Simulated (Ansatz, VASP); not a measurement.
## Two plane-wave programs on GaP

```
Ga P
1.0
     0.00000    2.72525    2.72525
     2.72525    0.00000    2.72525
     2.72525    2.72525    0.00000
Ga P
1 1
Direct
  0.00000 0.00000 0.00000
  0.25000 0.25000 0.25000
```

Alike in both runs: task single point; functional HSE06; k mesh 6 × 6 × 6; occupations gaussian, width 0.1 eV; no spin polarisation.

|  | VASP | Ansatz |
| --- | --- | --- |
| version | VASP 6.6.1 | Ansatz 0.2.0 |
| potentials or method | VASP PAW PBE potentials, release 64 (Ga_d, P), cutoff 520 eV | scalar-relativistic, plane waves, PAW |
| valence electrons in the cell | 18 | 18 |

|  | VASP | Ansatz | Ansatz less VASP |
| --- | --- | --- | --- |
| gap on the k mesh at the Fermi level (eV) | 2.29 | 2.29 | -0.003 |
| least direct gap on the mesh (eV) | 2.80 | 2.80 | +0.005 |
| pressure (GPa) | 0.6 | 0.7 | +0.17 |

Ansatz's warnings: stress exchange threshold loose, stress scf threshold loose.
